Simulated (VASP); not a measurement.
# AgCl in VASP: further runs

The runs below take AgCl through single point, relaxation of cell and atoms, with PBE.

Program: VASP 6.6.1. These are calculated values, not measurements. Logs are shortened: lines on timing, memory, paths and dates and some standing lists are left out, and cuts for length are marked.

## Step 1: The cell of the first run

It takes space group Fm-3m (No. 225, cubic). The conventional cell has a = 5.612 Å, b = 5.612 Å, c = 5.612 Å, α = 90.00°, β = 90.00°, γ = 90.00°. Ag (site symmetry m-3m) has 6 Cl at 2.81 Å within 3.7 Å. Cl (site symmetry m-3m) has 6 Ag at 2.81 Å within 3.7 Å.

## Step 2: Single point, PBE

The input, INCAR:

```
ALGO     = Normal         # electronic algorithm
EDIFF    = 1E-6           # SCF threshold, eV
ENCUT    = 520            # plane-wave cutoff, eV
GGA      = PE             # functional
ISIF     = 2              # what is computed and relaxed
ISMEAR   = 0              # smearing method
LASPH    = True           # aspherical terms in the spheres
LCHARG   = False          # write CHGCAR
LREAL    = False          # projectors in reciprocal space
LWAVE    = False          # write WAVECAR
NBANDS   = 16             # bands
NELM     = 80             # most SCF steps
PREC     = Accurate       # precision mode
SIGMA    = 0.02           # smearing width, eV
```

The input, KPOINTS:

```
k-points
0
Gamma
  8 8 8
```

The input, POSCAR:

```
AgCl
1.0
    0.0000000000      2.8059586988      2.8059586988
    2.8059586988      0.0000000000      2.8059586988
    2.8059586988      2.8059586988      0.0000000000
Ag Cl
1 1
Direct
    0.0000000000      0.0000000000      0.0000000000
    0.5000000000      0.5000000000      0.5000000000
```

Potentials or basis: VASP PAW PBE potentials, release 64 (Ag, Cl).

Started as:

```
> cat potpaw_PBE.64/Ag/POTCAR potpaw_PBE.64/Cl/POTCAR > POTCAR
> mpirun -np 1 vasp_std > vasp.out
```

OUTCAR:

```text
EDIFF = 1E-6
   ENCUT = 520
   GGA = PE
   ISIF = 2
   ISMEAR = 0
   LASPH = True
   LREAL = False
   NELM = 80
   PREC = Accurate

 ion  position               nearest neighbor table
   1  0.000  0.000  0.000-   2 2.81   2 2.81   2 2.81   2 2.81   2 2.81   2 2.81
   2  0.500  0.500  0.500-   1 2.81   1 2.81   1 2.81   1 2.81   1 2.81   1 2.81

  LATTYP: Found a face centered cubic cell.
 ALAT       =     5.6119173976

  Lattice vectors:

 A1 = (   0.0000000000,   2.8059586988,   2.8059586988)
 A2 = (   2.8059586988,   0.0000000000,   2.8059586988)
 A3 = (   2.8059586988,   2.8059586988,   0.0000000000)

Analysis of symmetry for initial positions (statically):
=====================================================================
 Subroutine PRICEL returns:
 Original cell was already a primitive cell.

 Routine SETGRP: Setting up the symmetry group for a
 face centered cubic supercell.

 Subroutine GETGRP returns: Found 48 space group operations
 (whereof 48 operations were pure point group operations)
 out of a pool of 48 trial point group operations.

The static configuration has the point symmetry O_h .

Analysis of symmetry for dynamics (positions and initial velocities):
=====================================================================
 Subroutine PRICEL returns:
 Original cell was already a primitive cell.

 Routine SETGRP: Setting up the symmetry group for a
 face centered cubic supercell.

 Subroutine GETGRP returns: Found 48 space group operations
 (whereof 48 operations were pure point group operations)
 out of a pool of 48 trial point group operations.

The dynamic configuration has the point symmetry O_h .

 Subroutine INISYM returns: Found 48 space group operations
 (whereof 48 operations are pure point group operations),
 and found     1 'primitive' translations

----------------------------------------------------------------------------------------

                                     Primitive cell

  volume of cell :      44.1849

  direct lattice vectors                    reciprocal lattice vectors
     0.000000000  2.805958699  2.805958699    -0.178192217  0.178192217  0.178192217
     2.805958699  0.000000000  2.805958699     0.178192217 -0.178192217  0.178192217
     2.805958699  2.805958699  0.000000000     0.178192217  0.178192217 -0.178192217

  length of vectors
     3.968224847  3.968224847  3.968224847     0.308637973  0.308637973  0.308637973

  position of ions in fractional coordinates (direct lattice)
     0.000000000  0.000000000  0.000000000
     0.500000000  0.500000000  0.500000000

  ion indices of the primitive-cell ions
   primitive index   ion index
                 1           1
                 2           2

----------------------------------------------------------------------------------------

 KPOINTS: k-points

Automatic generation of k-mesh.
 Grid dimensions read from file:
 generate k-points for:    8    8    8

 Generating k-lattice:

  Cartesian coordinates                     Fractional coordinates (reciprocal lattice)
    -0.022274027  0.022274027  0.022274027     0.125000000  0.000000000  0.000000000
     0.022274027 -0.022274027  0.022274027     0.000000000  0.125000000  0.000000000
     0.022274027  0.022274027 -0.022274027     0.000000000  0.000000000  0.125000000

  Length of vectors
     0.038579747  0.038579747  0.038579747

  Shift w.r.t. Gamma in fractional coordinates (k-lattice)
     0.000000000  0.000000000  0.000000000

 Subroutine IBZKPT returns following result:
 ===========================================

 Found     29 irreducible k-points:

 Following reciprocal coordinates:
            Coordinates               Weight
  0.000000  0.000000  0.000000      1.000000
  0.125000  0.000000  0.000000      8.000000
  0.250000  0.000000  0.000000      8.000000
  0.375000  0.000000  0.000000      8.000000
  0.500000  0.000000  0.000000      4.000000
  0.125000  0.125000  0.000000      6.000000
[... 16 lines left out ...]
  0.500000  0.250000  0.125000     48.000000
 -0.375000  0.250000  0.125000     24.000000
 [... further k-points ...]
   k-points           NKPTS =     29   k-points in BZ     NKDIM =     29   number of bands    NBANDS=     16
   number of dos      NEDOS =    301   number of ions     NIONS =      2
   total plane-waves  NPLWV =  27000
   dimension x,y,z NGX =    30 NGY =   30 NGZ =   30
   dimension x,y,z NGXF=    60 NGYF=   60 NGZF=   60
   ions per type =               1   1
   NGX,Y,Z   is equivalent  to a cutoff of  12.57, 12.57, 12.57 a.u.
   NGXF,Y,Z  is equivalent  to a cutoff of  25.14, 25.14, 25.14 a.u.
 SYSTEM =  unknown system
   PREC   = accura    normal or accurate (medium, high low for compatibility)
   ISTART =      0    job   : 0-new  1-cont  2-samecut
   ICHARG =      2    charge: 1-file 2-atom 10-const
   ISPIN  =      1    spin polarized calculation?
   LNONCOLLINEAR =      F non collinear calculations
   LSORBIT =      F    spin-orbit coupling
   LASPH  =      T    aspherical Exc in radial PAW
   ENCUT  =  520.0 eV  38.22 Ry    6.18 a.u.   7.38  7.38  7.38*2*pi/ulx,y,z
   NELM   =     80;   NELMIN=  2; NELMDL= -5     # of ELM steps
   EDIFF  = 0.1E-05   stopping-criterion for ELM
   LREAL  =      F    real-space projection
   EDIFFG = 0.1E-04   stopping-criterion for IOM
   NSW    =      0    number of steps for IOM
   IBRION =     -1    ionic relax: 0-MD 1-quasi-New 2-CG
   NFREE  =      0    steps in history (QN), initial steepest desc. (CG)
   ISIF   =      2    stress and relaxation
   ISYM   =      2    0-nonsym 1-usesym 2-fastsym
   POTIM  = 0.5000    time-step for ionic-motion
   TEBEG  =    0.0;   TEEND  =   0.0 temperature during run
   PSTRESS=    0.0 pullay stress
   NELECT =      18.0000    total number of electrons
   NUPDOWN=      -1.0000    fix difference up-down
   EMIN   =  10.00;   EMAX   =-10.00  energy-range for DOS
   EFERMI =   0.00;   METHOD = LEGACY
   ISMEAR =     0;   SIGMA  =   0.02  broadening in eV -4-tet -1-fermi 0-gaus
   EFERMI_NEDOS =   21; number of points for ismear=-14 and -15
   IALGO  =     38    algorithm
   IMIX   =      4    mixing-type and parameters
     AMIX     =   0.40;   BMIX     =  1.00
     AMIX_MAG =   1.60;   BMIX_MAG =  1.00
  volume/ion in A,a.u.               =      22.09       149.09
[... 32 lines left out ...]
 Fermi energy:         3.5425528489

 k-point     1 :       0.0000    0.0000    0.0000
  band No.  band energies     occupation
      1     -11.5383      2.00000
      2       1.0749      2.00000
      3       1.0749      2.00000
      4       1.0749      2.00000
      5       1.1141      2.00000
      6       1.1141      2.00000
[... 8 lines left out ...]
     15      16.4864      0.00000
     16      16.4864      0.00000

 k-point     2 :       0.1250    0.0000    0.0000
  band No.  band energies     occupation
      1     -11.4840      2.00000
      2       0.4107      2.00000
      3       0.4631      2.00000
      4       0.4631      2.00000
      5       1.1249      2.00000
      6       1.1249      2.00000
[... 8 lines left out ...]
     15      15.3535      0.00000
     16      16.0264      0.00000

 k-point     3 :       0.2500    0.0000    0.0000
  band No.  band energies     occupation
      1     -11.3480      2.00000
      2      -0.5669      2.00000
      3      -0.0826      2.00000
      4      -0.0826      2.00000
      5       1.2399      2.00000
      6       1.2399      2.00000
[... 8 lines left out ...]
     15      15.6433      0.00000
     16      15.8700      0.00000

 k-point     4 :       0.3750    0.0000    0.0000
  band No.  band energies     occupation
      1     -11.2041      2.00000
      2      -1.3025      2.00000
      3      -0.4308      2.00000
      4      -0.4308      2.00000
      5       1.3591      2.00000
      6       1.3591      2.00000
[... 8 lines left out ...]
     15      16.5199      0.00000
     16      16.5199      0.00000

 k-point     5 :       0.5000    0.0000    0.0000
  band No.  band energies     occupation
      1     -11.1420      2.00000
      2      -1.5719      2.00000
      3      -0.5502      2.00000
      4      -0.5502      2.00000
      5       1.4097      2.00000
      6       1.4097      2.00000
[... 8 lines left out ...]
     15      17.1180      0.00000
     16      17.1180      0.00000

 k-point     6 :       0.1250    0.1250    0.0000
  band No.  band energies     occupation
      1     -11.4679      2.00000
      2      -0.0546      2.00000
      3       0.7392      2.00000
      4       0.7392      2.00000
      5       1.0312      2.00000
      6       1.1392      2.00000
[... 8 lines left out ...]
     15      17.2688      0.00000
     16      17.4246      0.00000

 k-point     7 :       0.2500    0.1250    0.0000
  band No.  band energies     occupation
      1     -11.3641      2.00000
      2      -0.5952      2.00000
      3       0.2122      2.00000
      4       0.2792      2.00000
      5       1.0933      2.00000
      6       1.2587      2.00000
[... 8 lines left out ...]
     15      16.7773      0.00000
     16      17.2696      0.00000

 k-point     8 :       0.3750    0.1250    0.0000
  band No.  band energies     occupation
      1     -11.2276      2.00000
      2      -1.0879      2.00000
      3      -0.3394      2.00000
      4      -0.1881      2.00000
      5       1.2265      2.00000
      6       1.3819      2.00000
[... 8 lines left out ...]
     15      17.1685      0.00000
     16      17.2265      0.00000

 k-point     9 :       0.5000    0.1250    0.0000
  band No.  band energies     occupation
      1     -11.1396      2.00000
      2      -1.4022      2.00000
      3      -0.5358      2.00000
      4      -0.4636      2.00000
      5       1.3547      2.00000
      6       1.4231      2.00000
[... 8 lines left out ...]
     15      17.2687      0.00000
     16      17.9333      0.00000
[... 172 lines left out ...]
 k-point    19 :       0.5000    0.3750    0.0000
  band No.  band energies     occupation
      1     -11.1264      2.00000
      2      -0.7426      2.00000
      3       0.0448      2.00000
      4       0.1890      2.00000
      5       0.9960      2.00000
      6       1.4818      2.00000
[... 8 lines left out ...]
     15      18.2346      0.00000
     16      18.7401      0.00000

 k-point    20 :      -0.3750    0.3750    0.0000
  band No.  band energies     occupation
      1     -11.1029      2.00000
      2      -0.5933      2.00000
      3      -0.5466      2.00000
      4      -0.1934      2.00000
      5       1.1961      2.00000
      6       1.4655      2.00000
[... 8 lines left out ...]
     15      17.1153      0.00000
     16      19.1793      0.00000

 k-point    21 :       0.5000    0.5000    0.0000
  band No.  band energies     occupation
      1     -11.1234      2.00000
      2      -0.6869      2.00000
      3       0.5077      2.00000
      4       0.5077      2.00000
      5       0.7797      2.00000
      6       1.2875      2.00000
[... 8 lines left out ...]
     15      18.5355      0.00000
     16      18.5355      0.00000

 k-point    22 :       0.3750    0.2500    0.1250
  band No.  band energies     occupation
      1     -11.2646      2.00000
      2      -0.9267      2.00000
      3      -0.1613      2.00000
      4       0.2012      2.00000
      5       1.1608      2.00000
      6       1.3470      2.00000
[... 8 lines left out ...]
     15      17.4815      0.00000
     16      18.6054      0.00000

 k-point    23 :       0.5000    0.2500    0.1250
  band No.  band energies     occupation
      1     -11.1617      2.00000
      2      -1.1183      2.00000
      3      -0.4388      2.00000
      4      -0.1836      2.00000
      5       1.2698      2.00000
      6       1.4173      2.00000
[... 8 lines left out ...]
     15      17.7006      0.00000
     16      18.3868      0.00000

 k-point    24 :      -0.3750    0.2500    0.1250
  band No.  band energies     occupation
      1     -11.1180      2.00000
      2      -1.1734      2.00000
      3      -0.4761      2.00000
      4      -0.4399      2.00000
      5       1.3496      2.00000
      6       1.4125      2.00000
[... 8 lines left out ...]
     15      16.7959      0.00000
     16      18.2453      0.00000

 [... further k-points ...]
[... 5 lines left out ...]
  --------------------------------------------------------------------------------------
  -------------------------------------------------------------------------------------
  Total       -0.0375725     -0.0375725     -0.0375725      0.0000000     -0.0000000      0.0000000
  in kB       -1.3624067     -1.3624067     -1.3624067      0.0000000     -0.0000000      0.0000000
  external PRESSURE =      -1.3624067 kB  Pullay stress =       0.0000000 kB

 VOLUME and BASIS-vectors are now :
 -----------------------------------------------------------------------------
  energy-cutoff  :      520.00
  volume of cell :       44.18
      direct lattice vectors                 reciprocal lattice vectors
     0.000000000  2.805958699  2.805958699    -0.178192217  0.178192217  0.178192217
     2.805958699  0.000000000  2.805958699     0.178192217 -0.178192217  0.178192217
     2.805958699  2.805958699  0.000000000     0.178192217  0.178192217 -0.178192217

 POSITION                                       TOTAL-FORCE (eV/Angst)
 -----------------------------------------------------------------------------------
      0.00000      0.00000      0.00000        -0.000000     -0.000000     -0.000000
      2.80596      2.80596      2.80596         0.000000      0.000000      0.000000
 -----------------------------------------------------------------------------------
    total drift:                               -0.000000      0.000000      0.000000

  FREE ENERGIE OF THE ION-ELECTRON SYSTEM (eV)
  ---------------------------------------------------
  free  energy   TOTEN  =        -5.4012289059 eV

  energy  without entropy=       -5.4012289059  energy(sigma->0) =       -5.40122891
```

Wall time 10 s (1 thread of Intel Xeon 6975P-C (Granite Rapids), shared host); peak memory 0.17 GiB.

Results:

```
Free energy            : -5.4012 eV
Pressure               : -0.1 GPa
Band gap on the k mesh : 0.92 eV, indirect (least direct gap 3.08 eV)
```

A k mesh can miss the band edges.

## Step 3: Relaxation of cell and atoms, PBE

This run uses another cell than the first one, of 22.04 Å³/atom, 0.998 times its volume.

The input, INCAR:

```
PREC = Accurate
ENCUT = 600
EDIFF = 1E-7
ISMEAR = 0
SIGMA = 0.02
LREAL = F
LASPH = T
NELM = 100
ALGO = Normal
ISIF = 3
LWAVE = F
LCHARG = F
GGA = PE
IBRION = 2
NSW = 100
EDIFFG = -0.01
```

The input, KPOINTS:

```
regular mesh
0
Gamma
  8 8 8
```

The input, POSCAR:

```
AgCl
1.0
    0.0000000000      2.8037119183      2.8037119183
    2.8037119183      0.0000000000      2.8037119183
    2.8037119183      2.8037119183      0.0000000000
Ag Cl
1 1
Direct
    0.0000000000      0.0000000000      0.0000000000
    0.5000000000      0.5000000000      0.5000000000
```

Potentials or basis: VASP PAW PBE potentials, release 64 (Ag, Cl).

Started as:

```
> cat potpaw_PBE.64/Ag/POTCAR potpaw_PBE.64/Cl/POTCAR > POTCAR
> mpirun -np 1 vasp_std > vasp.out
```

Wall time 9.7 s (1 thread of Intel Xeon 6975P-C (Granite Rapids), shared host); peak memory 0.18 GiB.

The run converged. Its results:

* Free energy: -5.4013 eV
* Pressure after relaxing: 0.0 GPa
* Band gap on the k mesh: 0.92 eV, indirect (least direct gap 3.08 eV)

Final structure:
```yaml
crystal:
  lattice:
    - [0.00000, 2.80371, 2.80371]
    - [2.80371, 0.00000, 2.80371]
    - [2.80371, 2.80371, 0.00000]
  atoms:
    - { symbol: Ag, position: [0.00000, 0.00000, 0.00000] }
    - { symbol: Cl, position: [0.50000, 0.50000, 0.50000] }
```

Levels at points of the mesh, in eV from the valence-band top:
```
           k point  band 5  band 6  band 7  band 8  band 9  band 10  band 11  band 12  band 13
(0.00, 0.00, 0.00)   -2.27   -2.27   -2.19   -2.19   -2.19     0.92    10.87    10.87    10.87
(0.50, 0.00, 0.00)   -1.98   -1.98   -1.68    0.00    0.00     4.33     6.36     7.73     7.73
(0.50, 0.50, 0.00)   -2.61   -2.10   -1.86   -1.86   -1.80     2.44     8.07     8.53    11.35
```

Caveat: the relaxation stopped at its first step, so nothing moved. A k mesh can miss the band edges.

## Step 4: Single point, PBE

This run uses another cell than the first one: it holds 4 atoms, not 2.

The input, INCAR:

```
SYSTEM = AgCl
PREC     = Accurate       ! precision mode
ENCUT    = 520            ! plane-wave cutoff, eV
EDIFF    = 1E-7           ! SCF threshold, eV
ISMEAR   = 0              ! smearing method
SIGMA    = 0.1            ! smearing width, eV
LREAL    = .FALSE.        ! projectors in reciprocal space
LASPH    = .TRUE.         ! aspherical terms in the spheres
NELM     = 100            ! most SCF steps
ALGO     = Normal         ! electronic algorithm
ISIF     = 2              ! what is computed and relaxed
LWAVE    = .FALSE.        ! write WAVECAR
LCHARG   = .FALSE.        ! write CHGCAR
GGA      = PE             ! functional
NBANDS   = 26             ! bands
```

The input, KPOINTS:

```
regular mesh
0
G
  6 6 4
  0 0 0
```

The input, POSCAR:

```
AgCl
1.0
    2.7927986153     -2.7933177258     -0.0013169331
    2.7927986153      2.7933177258     -0.0013169331
   -0.0029084260      0.0000000000      5.6500374580
Ag Cl
2 2
Direct
    0.8749407774      0.8749407774      0.5000522747
    0.3750661377      0.3750661377      0.0000868077
    0.3749276097      0.3749276097      0.4999568209
   -0.1249345248     -0.1249345248     -0.0000959033
```

Started as:

```
> cat potpaw_PBE.64/Ag/POTCAR potpaw_PBE.64/Cl/POTCAR > POTCAR
> mpirun -np 1 vasp_std > vasp.out
```

Wall time 40 s (1 thread of Intel Xeon 6975P-C (Granite Rapids), shared host); peak memory 0.23 GiB.

It converged, with:

- Free energy: -10.8019 eV
- Pressure: 0.0 GPa
- Band gap on the k mesh: 0.89 eV

Stress tensor (GPa, compression positive):
```
 0.04  0.00  0.01
 0.00  0.04  0.00
 0.01  0.00 -0.14
```

Levels at points of the mesh, in eV from the valence-band top:
```csv
k point,band 14,band 15,band 16,band 17,band 18,band 19,band 20,band 21,band 22,band 23
"(0.00, 0.00, 0.00)",-2.20,-2.14,-1.90,-1.90,-1.84,0.89,2.41,8.08,8.42,10.81
"(0.50, 0.00, 0.00)",-1.61,-1.58,-1.58,-0.06,-0.06,4.87,4.87,6.02,6.02,7.68
"(0.50, 0.50, 0.00)",-1.90,-1.90,-1.90,-1.83,-1.83,2.40,2.40,8.02,8.02,8.53
"(0.00, 0.00, 0.50)",-1.73,-1.73,-1.73,-1.32,-1.32,3.26,3.26,7.33,7.33,8.84
"(0.50, 0.00, 0.50)",-1.71,-0.07,-0.07,0.00,0.00,4.30,4.30,6.32,6.33,7.64
"(0.50, 0.50, 0.50)",-1.90,-1.90,-1.90,-1.16,-1.16,4.05,4.05,7.89,7.89,7.89
```

A k mesh can miss the band edges.

## Step 5: Summary

| task | cell | k mesh | cutoff (eV) | smearing | gap on the mesh (eV) | pressure (GPa) |
| --- | --- | --- | --- | --- | --- | --- |
| single point | a = 3.968 Å, angles 60.0°, 2 atoms | 8 × 8 × 8 | 520 | gaussian 0.02 eV | 0.92 | -0.1 |
| relaxation of cell and atoms | relaxed from a = 3.965 Å, angles 60.0°, 2 atoms | 8 × 8 × 8 | 600 | gaussian 0.02 eV | 0.92 | 0.0 |
| single point | a = 3.950, b = 3.950, c = 5.650 Å, 4 atoms | 6 × 6 × 4 | 520 | gaussian 0.1 eV | 0.89 | 0.0 |

Alike in all rows: level PBE; potentials or basis VASP PAW PBE potentials, release 64 (Ag, Cl); no spin polarisation.

Caveats: the relaxation stopped at its first step, so nothing moved (some runs).

Total energies depend on the potentials used, so only differences within one code and one set of settings carry meaning.
